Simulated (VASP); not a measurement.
**Ga2O3: single point with PBE**

Ga2O3:

```
CELL_PARAMETERS angstrom
2.52894 1.46008 4.54125
-2.52894 1.46008 4.54125
0.00000 -2.92017 4.54125
ATOMIC_POSITIONS crystal
Ga 0.35586 0.35586 0.35586
Ga 0.14414 0.14414 0.14414
Ga 0.64414 0.64414 0.64414
Ga 0.85586 0.85586 0.85586
O 0.55310 0.94690 0.25000
O 0.25000 0.55310 0.94690
O 0.94690 0.25000 0.55310
O 0.44690 0.05310 0.75000
O 0.75000 0.44690 0.05310
O 0.05310 0.75000 0.44690
```

| Quantity | Value |
| --- | --- |
| Program | VASP 6.6.1 |
| Task | single point |
| Functional | PBE |
| Potentials or basis | VASP PAW PBE potentials, release 64 (Ga_d, O) |
| Cutoff | 600 eV |
| k mesh | 6 × 6 × 6 |
| Occupations | gaussian, width 0.02 eV |
| Spin | no spin polarisation |
| Dipole correction | no |
| Further INCAR settings | ALGO = Normal; EDIFF = 1e-06; NBANDS = 55 |

The pressure is 0.7 GPa and the largest force is 0.010 eV/Å. The band gap on the k mesh is 2.39 eV (least direct gap 2.62 eV).

Forces in eV/Å, atoms in the order of the input:
```
Ga   0.000  0.000  0.010
Ga   0.000  0.000 -0.010
Ga   0.000  0.000 -0.010
Ga   0.000  0.000  0.010
O    0.001  0.000  0.000
O   -0.001  0.001  0.000
O   -0.001 -0.001  0.000
O   -0.001  0.000  0.000
O    0.001 -0.001  0.000
O    0.001  0.001  0.000
```

Stress tensor (GPa, compression positive):
```
0.74 0.00 0.00
0.00 0.74 0.00
0.00 0.00 0.61
```

Levels at points of the mesh, in eV from the valence-band top:
```
           k point  band 42  band 43  band 44  band 45  band 46  band 47
(0.00, 0.00, 0.00)    -0.31    -0.23    -0.23     2.39     6.30     6.55
(0.50, 0.00, 0.00)    -0.93    -0.15    -0.15     6.00     6.00     6.37
(0.50, 0.50, 0.00)    -0.69    -0.25    -0.15     6.12     6.34     7.23
(0.50, 0.50, 0.50)    -0.29    -0.29    -0.29     5.47     5.47     7.48
```

Run time: 7.5 min on 1 thread of Oxide Virtual Turin-like Processor, on a shared host, peak memory 0.36 GiB.

A k mesh can miss the band edges.
